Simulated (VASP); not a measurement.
SnO:

```
Sn O
1.0
     3.81370    0.00000    0.00000
     0.00000    3.81370    0.00000
     0.00000    0.00000    4.88691
Sn O
2 2
Direct
  0.50000 0.00000 0.76463
  0.00000 0.50000 0.23537
  0.00000 0.00000 0.00000
  0.50000 0.50000 0.00000
```

- Program: VASP 6.6.1
- Task: relaxation of cell and atoms
- Functional: PBEsol
- Potentials or basis: VASP PAW PBE potentials, release 64 (Sn_d, O)
- Cutoff: 600 eV
- k mesh: 7 × 7 × 6
- Occupations: fermi-dirac, width 0.05 eV
- Spin: no spin polarisation

At the start: pressure -0.4 GPa; volume 17.77 Å³/atom.

**Question.** Where does the relaxation end?

**Answer.** Over 8 steps the energy falls by 2.7 meV/atom and the volume is 17.14 Å³/atom (-3.6 %); space group P4/nmm (No. 129, to 0.1 Å) before and after.

The path:
| step | energy change (eV) | largest force (eV/Å) | pressure (GPa) | volume (Å³) |
| --- | --- | --- | --- | --- |
| 1 | 0.0000 | 0.1573 | -0.36 | 71.08 |
| 2 | -0.0028 | 0.0984 | -0.32 | 70.67 |
| 3 | -0.0057 | 0.0538 | -0.17 | 69.61 |
| 4 | -0.0077 | 0.0022 | 0.18 | 69.12 |
| 5 | -0.0088 | 0.0637 | 0.55 | 68.59 |
| 6 | -0.0104 | 0.0083 | 0.04 | 68.64 |
| 7 | -0.0106 | 0.0349 | -0.16 | 68.66 |
| 8 | -0.0107 | 0.0041 | -0.05 | 68.55 |

Final structure:
```
Sn O
1.0
     3.80582    0.00000    0.00000
     0.00000    3.80582    0.00000
     0.00000    0.00000    4.73282
Sn O
2 2
Direct
  0.50000 0.00000 0.75575
  0.00000 0.50000 0.24425
  0.00000 0.00000 0.00000
  0.50000 0.50000 0.00000
```

Caveat: the PAW data sets were made with another functional, which shifts forces and pressure a little.
